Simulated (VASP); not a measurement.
NaH:

```
Na H
1.0
     0.00000    2.39751    2.39751
     2.39751    0.00000    2.39751
     2.39751    2.39751    0.00000
Na H
1 1
Direct
  0.00000 0.00000 0.00000
  0.50000 0.50000 0.50000
```

Program: VASP 6.6.1. Alike in all runs: task single point; potentials or basis VASP PAW PBE potentials, release 64 (Na_pv, H); no spin polarisation; cell as given; cutoff (eV) 520; smearing gaussian 0.01 eV.

**Question.** Order these runs on this cell by their band gap on the k mesh, lowest first.
A. level PBE; k mesh 8 × 8 × 8
B. level r2SCAN; k mesh 8 × 8 × 8
C. level HSE06; k mesh 6 × 6 × 6; grid for exact exchange (PRECFOCK) Normal; share of exact exchange 0.25; screening parameter 0.2079 1/Å

**Answer.** A (3.80 eV), B (4.41 eV), C (4.89 eV).

A k mesh can miss the band edges.
